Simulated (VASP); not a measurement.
Wanted: the native input for a VASP 6.6.1 run.

```yaml
Task: single point
Functional: PBE
Potentials_or_basis: VASP PAW PBE potentials, release 64 (In_d, Sb)
Cutoff: 520 eV
k_mesh: 4 × 4 × 2
Occupations: gaussian, width 0.1 eV
Spin: no spin polarisation
Dipole_correction: no
Further_INCAR_settings: ALGO = Normal; EDIFF = 1e-07; NBANDS = 26
```

The structure of InSb lies in POSCAR:

```
InSb
1.0
    4.0922554700      0.0000000000      0.0000000000
    0.0000000000      4.0922554700      0.0000000000
    0.0000000000      0.0000000000      8.1098856700
In Sb
2 2
Direct
    0.5000000000      0.0000000000      0.9939988300
    0.0000000000      0.5000000000      0.0060011700
    0.5000000000      0.5000000000      0.5000000000
    0.0000000000      0.0000000000      0.5000000000
```

The input as run:

INCAR

```
PREC = Accurate ; ENCUT = 520
EDIFF = 1E-7 ; ISMEAR = 0
SIGMA = 0.1 ; LREAL = False
LASPH = True ; NELM = 100
ALGO = Normal ; ISIF = 2
LWAVE = False ; LCHARG = True
GGA = PE ; LELF = True
LVHAR = True ; NBANDS = 26
```

KPOINTS

```
regular mesh
0
Gamma
  4 4 2
```

Potentials or basis: VASP PAW PBE potentials, release 64 (In_d, Sb).

The run is started by

```sh
$ cat potpaw_PBE.64/In_d/POTCAR potpaw_PBE.64/Sb/POTCAR > POTCAR
$ mpirun -np 1 vasp_std > vasp.out
```

Results of the run:

| Quantity | Value |
| --- | --- |
| Pressure | 3.0 GPa |
| Largest force | 0.092 eV/Å |
| Band gap on the k mesh | zero (band 18 reaches 5.97 eV, above the bottom of band 19 at 4.88 eV) |

Caveat: the k points lie up to 0.39 Å⁻¹ apart; spin-orbit coupling is left out, which moves the levels of the heavy elements.

It took 54 s on 1 thread of Intel(R) Xeon(R) Platinum 8259CL CPU @ 2.50GHz (Skylake/Cascade Lake) (shared host), peak memory 0.23 GiB.
